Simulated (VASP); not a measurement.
# Pb in VASP: further runs

Runs on Pb. Level: PBE. Tasks: single point, relaxation of cell and atoms.

Everything below comes from runs of VASP 6.6.1. Logs are shortened: lines on timing, memory, paths and dates and some standing lists are left out, and cuts for length are marked.

## 1. The cell of the first run

Symmetry: R-3m, No. 166, trigonal system. Conventional cell: a = 5.603 Å, b = 5.603 Å, c = 3.497 Å, α = 90.00°, β = 90.00°, γ = 120.00°. Within 4.5 Å of Pb (site symmetry -3m) lie 14 Pb at 3.44 to 3.99 Å.

## 2. Single point, PBE

Input file INCAR:

```
SYSTEM = Pb
PREC     = Accurate       ! precision mode
ENCUT    = 520            ! plane-wave cutoff, eV
EDIFF    = 1E-6           ! SCF threshold, eV
ISMEAR   = 0              ! smearing method
SIGMA    = 0.1            ! smearing width, eV
LREAL    = .FALSE.        ! projectors in reciprocal space
LASPH    = .TRUE.         ! aspherical terms in the spheres
NELM     = 60             ! most SCF steps
ALGO     = Normal         ! electronic algorithm
ISIF     = 2              ! what is computed and relaxed
LWAVE    = .FALSE.        ! write WAVECAR
LCHARG   = .FALSE.        ! write CHGCAR
GGA      = PE             ! functional
NBANDS   = 21             ! bands
```

Input file KPOINTS:

```
Automatic mesh
0
G
  6 6 6
  0 0 0
```

Input file POSCAR:

```
Pb
1.0
    2.8012600693      1.6173082551      2.3311622730
   -2.8012600693      1.6173082551      2.3311622730
    0.0000000000     -3.2346165101      2.3311622730
Pb
2
Direct
    0.2501599995      0.2501599995      0.2501599995
    0.7498400005      0.7498400005      0.7498400005
```

Potentials or basis: VASP PAW PBE potentials, release 64 (Pb_d).

Launch:

```console
$ cat potpaw_PBE.64/Pb_d/POTCAR > POTCAR
$ mpirun -np 1 vasp_std > vasp.out
```

OUTCAR:

```text
SYSTEM = Pb
   PREC = Accurate
   ENCUT = 520
   EDIFF = 1E-6
   ISMEAR = 0
   LREAL = .FALSE.
   LASPH = .TRUE.
   NELM = 60
   ISIF = 2
   GGA = PE

 ion  position               nearest neighbor table
   1  0.250  0.250  0.250-   2 3.44   2 3.44   2 3.44   2 3.44   2 3.44   2 3.44   2 3.49   2 3.50

   2  0.750  0.750  0.750-   1 3.44   1 3.44   1 3.44   1 3.44   1 3.44   1 3.44   1 3.49   1 3.50

  LATTYP: Found a trigonal (rhomboedric) cell.
 ALAT       =     3.9871119261
 COS(alpha) =     0.0127662310

  Lattice vectors:

 A1 = (   2.8012600693,   1.6173082551,   2.3311622730)
 A2 = (  -2.8012600693,   1.6173082551,   2.3311622730)
 A3 = (   0.0000000000,  -3.2346165101,   2.3311622730)

Analysis of symmetry for initial positions (statically):
=====================================================================
 Subroutine PRICEL returns:
 Original cell was already a primitive cell.

 Routine SETGRP: Setting up the symmetry group for a
 trigonal (rhombohedral) supercell.

 Subroutine GETGRP returns: Found 12 space group operations
 (whereof 12 operations were pure point group operations)
 out of a pool of 12 trial point group operations.

The static configuration has the point symmetry D_3d.

Analysis of symmetry for dynamics (positions and initial velocities):
=====================================================================
 Subroutine PRICEL returns:
 Original cell was already a primitive cell.

 Routine SETGRP: Setting up the symmetry group for a
 trigonal (rhombohedral) supercell.

 Subroutine GETGRP returns: Found 12 space group operations
 (whereof 12 operations were pure point group operations)
 out of a pool of 12 trial point group operations.

The dynamic configuration has the point symmetry D_3d.

 Subroutine INISYM returns: Found 12 space group operations
 (whereof 12 operations are pure point group operations),
 and found     1 'primitive' translations

----------------------------------------------------------------------------------------

                                     Primitive cell

  volume of cell :      63.3680

  direct lattice vectors                    reciprocal lattice vectors
     2.801260069  1.617308255  2.331162273     0.178491103  0.103051886  0.142990189
    -2.801260069  1.617308255  2.331162273    -0.178491103  0.103051886  0.142990189
     0.000000000 -3.234616510  2.331162273     0.000000000 -0.206103773  0.142990189

  length of vectors
     3.987111926  3.987111926  3.987111926     0.250848479  0.250848479  0.250848479

  position of ions in fractional coordinates (direct lattice)
     0.250159999  0.250159999  0.250159999
     0.749840001  0.749840001  0.749840001

  ion indices of the primitive-cell ions
   primitive index   ion index
                 1           1
                 2           2

----------------------------------------------------------------------------------------

 KPOINTS: Automatic mesh

Automatic generation of k-mesh.
 Grid dimensions read from file:
 generate k-points for:    6    6    6

 Generating k-lattice:

  Cartesian coordinates                     Fractional coordinates (reciprocal lattice)
     0.029748517  0.017175314  0.023831698     0.166666667  0.000000000  0.000000000
    -0.029748517  0.017175314  0.023831698     0.000000000  0.166666667  0.000000000
     0.000000000 -0.034350629  0.023831698     0.000000000  0.000000000  0.166666667

  Length of vectors
     0.041808080  0.041808080  0.041808080

  Shift w.r.t. Gamma in fractional coordinates (k-lattice)
     0.000000000  0.000000000  0.000000000

 Subroutine IBZKPT returns following result:
 ===========================================

 Found     32 irreducible k-points:

 Following reciprocal coordinates:
            Coordinates               Weight
  0.000000  0.000000  0.000000      1.000000
  0.166667  0.000000 -0.000000      6.000000
  0.333333 -0.000000 -0.000000      6.000000
  0.500000  0.000000  0.000000      3.000000
  0.166667  0.166667 -0.000000      6.000000
  0.333333  0.166667 -0.000000     12.000000
[... 16 lines left out ...]
  0.500000  0.500000  0.166667      6.000000
 -0.333333  0.500000  0.166667     12.000000
 [... further k-points ...]
   k-points           NKPTS =     32   k-points in BZ     NKDIM =     32   number of bands    NBANDS=     21
   number of dos      NEDOS =    301   number of ions     NIONS =      2
   total plane-waves  NPLWV =  27000
   dimension x,y,z NGX =    30 NGY =   30 NGZ =   30
   dimension x,y,z NGXF=    60 NGYF=   60 NGZF=   60
   ions per type =               2
   NGX,Y,Z   is equivalent  to a cutoff of  12.51, 12.51, 12.51 a.u.
   NGXF,Y,Z  is equivalent  to a cutoff of  25.02, 25.02, 25.02 a.u.
 SYSTEM =  Pb
   PREC   = accura    normal or accurate (medium, high low for compatibility)
   ISTART =      0    job   : 0-new  1-cont  2-samecut
   ICHARG =      2    charge: 1-file 2-atom 10-const
   ISPIN  =      1    spin polarized calculation?
   LNONCOLLINEAR =      F non collinear calculations
   LSORBIT =      F    spin-orbit coupling
   LASPH  =      T    aspherical Exc in radial PAW
   ENCUT  =  520.0 eV  38.22 Ry    6.18 a.u.   7.41  7.41  7.41*2*pi/ulx,y,z
   NELM   =     60;   NELMIN=  2; NELMDL= -5     # of ELM steps
   EDIFF  = 0.1E-05   stopping-criterion for ELM
   LREAL  =      F    real-space projection
   EDIFFG = 0.1E-04   stopping-criterion for IOM
   NSW    =      0    number of steps for IOM
   IBRION =     -1    ionic relax: 0-MD 1-quasi-New 2-CG
   NFREE  =      0    steps in history (QN), initial steepest desc. (CG)
   ISIF   =      2    stress and relaxation
   ISYM   =      2    0-nonsym 1-usesym 2-fastsym
   POTIM  = 0.5000    time-step for ionic-motion
   TEBEG  =    0.0;   TEEND  =   0.0 temperature during run
   PSTRESS=    0.0 pullay stress
   NELECT =      28.0000    total number of electrons
   NUPDOWN=      -1.0000    fix difference up-down
   EMIN   =  10.00;   EMAX   =-10.00  energy-range for DOS
   EFERMI =   0.00;   METHOD = LEGACY
   ISMEAR =     0;   SIGMA  =   0.10  broadening in eV -4-tet -1-fermi 0-gaus
   EFERMI_NEDOS =   21; number of points for ismear=-14 and -15
   IALGO  =     38    algorithm
   IMIX   =      4    mixing-type and parameters
     AMIX     =   0.40;   BMIX     =  1.00
     AMIX_MAG =   1.60;   BMIX_MAG =  1.00
  volume/ion in A,a.u.               =      31.68       213.81
  Fermi-wavevector in a.u.,A,eV,Ry     =   1.246917  2.356331 21.154362  1.554802
  Thomas-Fermi vector in A             =   2.381073
   LORBIT       =      0    0 simple, 1 ext, 2 COOP (PROOUT), +10 PAW based schemes
   GGA     = PE    functional components
   LHFCALC =     F    Hartree Fock is set to
   AEXX    =    0.0000 exact exchange contribution
   IVDW    =     0    specifies the selected vdW correction
   LEPSILON=     F    determine dielectric tensor
   LRPA    =     F    only Hartree local field effects (RPA)
 non-spin polarized calculation
 Gauss-broadening in eV      SIGMA  =   0.10
  energy-cutoff  :      520.00
  volume of cell :       63.37
 maximum number of plane-waves:      1755
 NGX is ok and might be reduce to    30

 number of electron      28.0000011 magnetization

 Free energy of the ion-electron system (eV)
  ---------------------------------------------------
  ext. energy  EPLUGINS =         0.00000000
  ---------------------------------------------------
  free energy    TOTEN  =        -7.07187754 eV

  energy without entropy =       -7.06356463  energy(sigma->0) =       -7.06772109

 E-fermi :   6.6510     XC(G=0):  -9.9831

 val. band max:        6.5981487758   @ k =   0.3333  -0.0000  -0.0000
 cond. band min:       6.6531456369   @ k =   0.5000   0.5000   0.3333
 fundamental gap:      0.0549968611
 Fermi energy:         6.6509704164

 k-point     1 :       0.0000    0.0000    0.0000
  band No.  band energies     occupation
      1     -10.3527      2.00000
      2     -10.3527      2.00000
      3     -10.3198      2.00000
      4     -10.3198      2.00000
      5     -10.2902      2.00000
      6     -10.0966      2.00000
[... 13 lines left out ...]
     20      14.1468      0.00000
     21      17.7939      0.00000

 k-point     2 :       0.1667    0.0000   -0.0000
  band No.  band energies     occupation
      1     -10.3350      2.00000
      2     -10.3179      2.00000
      3     -10.3050      2.00000
      4     -10.3006      2.00000
      5     -10.2759      2.00000
      6     -10.1131      2.00000
[... 13 lines left out ...]
     20      13.1706      0.00000
     21      16.3743      0.00000

 k-point     3 :       0.3333   -0.0000   -0.0000
  band No.  band energies     occupation
      1     -10.2870      2.00000
      2     -10.2597      2.00000
      3     -10.2513      2.00000
      4     -10.2347      2.00000
      5     -10.2293      2.00000
      6     -10.1588      2.00000
[... 13 lines left out ...]
     20      14.5450      0.00000
     21      16.1972      0.00000

 k-point     4 :       0.5000    0.0000    0.0000
  band No.  band energies     occupation
      1     -10.2227      2.00000
      2     -10.2221      2.00000
      3     -10.1861      2.00000
      4     -10.1856      2.00000
      5     -10.1830      2.00000
      6     -10.1829      2.00000
[... 13 lines left out ...]
     20      13.1120      0.00000
     21      19.5643      0.00000

 k-point     5 :       0.1667    0.1667   -0.0000
  band No.  band energies     occupation
      1     -10.3374      2.00000
      2     -10.3151      2.00000
      3     -10.2941      2.00000
      4     -10.2926      2.00000
      5     -10.2198      2.00000
      6     -10.1129      2.00000
[... 13 lines left out ...]
     20      13.4662      0.00000
     21      15.8925      0.00000

 k-point     6 :       0.3333    0.1667   -0.0000
  band No.  band energies     occupation
      1     -10.3311      2.00000
      2     -10.2783      2.00000
      3     -10.2702      2.00000
      4     -10.2219      2.00000
      5     -10.1934      2.00000
      6     -10.1436      2.00000
[... 13 lines left out ...]
     20      15.6124      0.00000
     21      16.3941      0.00000

 k-point     7 :       0.5000    0.1667   -0.0000
  band No.  band energies     occupation
      1     -10.2799      2.00000
      2     -10.2722      2.00000
      3     -10.2471      2.00000
      4     -10.2465      2.00000
      5     -10.1690      2.00000
      6     -10.1665      2.00000
[... 13 lines left out ...]
     20      14.6343      0.00000
     21      17.3769      0.00000
[... 291 lines left out ...]
      1     -10.3564      2.00000
      2     -10.3379      2.00000
      3     -10.2644      2.00000
      4     -10.2617      2.00000
      5     -10.1271      2.00000
      6     -10.1197      2.00000
[... 13 lines left out ...]
     20      15.7716      0.00000
     21      18.1388      0.00000

 k-point    21 :      -0.3333    0.3333    0.1667
  band No.  band energies     occupation
      1     -10.3442      2.00000
      2     -10.3205      2.00000
      3     -10.2828      2.00000
      4     -10.2363      2.00000
      5     -10.1661      2.00000
      6     -10.1243      2.00000
[... 13 lines left out ...]
     20      16.6184      0.00000
     21      17.0585      0.00000

 k-point    22 :      -0.1667    0.3333    0.1667
  band No.  band energies     occupation
      1     -10.3377      2.00000
      2     -10.2750      2.00000
      3     -10.2552      2.00000
      4     -10.2537      2.00000
      5     -10.2050      2.00000
      6     -10.1322      2.00000
[... 13 lines left out ...]
     20      16.2957      0.00000
     21      16.6305      0.00000

 k-point    23 :       0.5000    0.5000    0.1667
  band No.  band energies     occupation
      1     -10.3707      2.00000
      2     -10.3592      2.00000
      3     -10.2828      2.00000
      4     -10.2808      2.00000
      5     -10.1099      2.00000
      6     -10.1070      2.00000
[... 13 lines left out ...]
     20      16.4181      0.00000
     21      17.5590      0.00000

 k-point    24 :      -0.3333    0.5000    0.1667
  band No.  band energies     occupation
      1     -10.3572      2.00000
      2     -10.3529      2.00000
      3     -10.2646      2.00000
      4     -10.2619      2.00000
      5     -10.1224      2.00000
      6     -10.1200      2.00000
[... 13 lines left out ...]
     20      15.8221      0.00000
     21      18.1618      0.00000

 [... further k-points ...]
[... 5 lines left out ...]
  --------------------------------------------------------------------------------------
  -------------------------------------------------------------------------------------
  Total        0.0155745      0.0155745     -0.0963948      0.0000000     -0.0000000      0.0000000
  in kB        0.3937821      0.3937821     -2.4372159      0.0000000     -0.0000000      0.0000000
  external PRESSURE =      -0.5498839 kB  Pullay stress =       0.0000000 kB

 VOLUME and BASIS-vectors are now :
 -----------------------------------------------------------------------------
  energy-cutoff  :      520.00
  volume of cell :       63.37
      direct lattice vectors                 reciprocal lattice vectors
     2.801260069  1.617308255  2.331162273     0.178491103  0.103051886  0.142990189
    -2.801260069  1.617308255  2.331162273    -0.178491103  0.103051886  0.142990189
     0.000000000 -3.234616510  2.331162273     0.000000000 -0.206103773  0.142990189

 POSITION                                       TOTAL-FORCE (eV/Angst)
 -----------------------------------------------------------------------------------
      0.00000      0.00000      1.74949         0.000000     -0.000000     -0.004277
      0.00000      0.00000      5.24400         0.000000      0.000000      0.004277
 -----------------------------------------------------------------------------------
    total drift:                               -0.000000      0.000000      0.000000

  FREE ENERGIE OF THE ION-ELECTRON SYSTEM (eV)
  ---------------------------------------------------
  free  energy   TOTEN  =        -7.0718775450 eV

  energy  without entropy=       -7.0635646333  energy(sigma->0) =       -7.06772109
```

Wall time 24 s (1 thread of Intel Xeon 6975P-C, shared host); peak memory 0.18 GiB.

Results:

```
Free energy            : -7.0719 eV
Pressure               : -0.1 GPa
Largest force          : 0.004 eV/Å
Band gap on the k mesh : zero (band 14 reaches 7.95 eV, above the bottom of band 15 at 5.22 eV)
```

Forces on the atoms (eV/Å):
```
Pb   0.000  0.000 -0.004
Pb   0.000  0.000  0.004
```

Stress tensor (GPa, compression positive):
```
 0.04  0.00  0.00
 0.00  0.04  0.00
 0.00  0.00 -0.24
```

Levels at points of the mesh, in eV from the Fermi level:
```csv
k point,band 11,band 12,band 13,band 14,band 15,band 16,band 17,band 18
"(0.00, 0.00, 0.00)",-11.33,-5.20,-0.23,-0.23,-0.07,4.68,4.68,7.20
"(0.50, 0.00, 0.00)",-8.97,-8.96,1.12,1.12,2.61,2.62,2.69,2.69
"(0.50, 0.50, 0.00)",-7.80,-7.64,-3.72,-3.68,3.36,3.56,5.15,5.20
"(0.50, 0.50, 0.50)",-7.07,-7.07,-0.89,-0.87,-0.79,-0.79,-0.79,-0.79
```

Caveat: spin-orbit coupling is left out, which moves the levels of the heavy elements.

## 3. Single point, PBE

This run uses another cell than the first one: it holds 1 atom, not 2.

Input file INCAR:

```
SYSTEM = Pb
ALGO = Normal
EDIFF = 1E-7
ENCUT = 520
GGA = PE
ISIF = 2
ISMEAR = 0
LASPH = .TRUE.
LCHARG = .FALSE.
LREAL = .FALSE.
LWAVE = .FALSE.
NBANDS = 13
NELM = 100
PREC = Accurate
SIGMA = 0.1
```

Input file KPOINTS:

```
k-points
0
G
  20 20 20
  0 0 0
```

Input file POSCAR:

```
Pb
1.0
   -1.9974657767      1.9974657767      1.9974657767
    1.9974657767     -1.9974657767      1.9974657767
    1.9974657767      1.9974657767     -1.9974657767
Pb
1
Direct
    0.0000000000      0.0000000000      0.0000000000
```

Potentials or basis: VASP PAW PBE potentials, release 64 (Pb_d).

Launch:

```console
$ cat potpaw_PBE.64/Pb_d/POTCAR > POTCAR
$ mpirun -np 1 vasp_std > vasp.out
```

Run time: 69 s. Hardware: 1 thread of Intel Xeon 6975P-C, shared host; peak memory 0.23 GiB.

Results (log left out):

| Quantity | Value |
| --- | --- |
| Free energy | -3.5237 eV |
| Pressure | 0.0 GPa |
| Band gap on the k mesh | zero (band 7 reaches 13.94 eV, above the bottom of band 8 at 4.81 eV) |

Levels at points of the mesh, in eV from the Fermi level:
| k point | band 5 | band 6 | band 7 | band 8 | band 9 | band 10 |
| --- | --- | --- | --- | --- | --- | --- |
| (0.00, 0.00, 0.00) | -16.89 | -11.43 | 7.20 | 7.20 | 7.20 | 11.03 |
| (0.50, 0.00, 0.00) | -16.76 | -7.87 | -3.82 | 3.31 | 4.99 | 7.28 |
| (0.50, 0.50, 0.50) | -16.79 | -5.38 | -0.32 | -0.32 | -0.32 | 4.52 |

Caveat: spin-orbit coupling is left out, which moves the levels of the heavy elements.

[end of part 1 of 2]
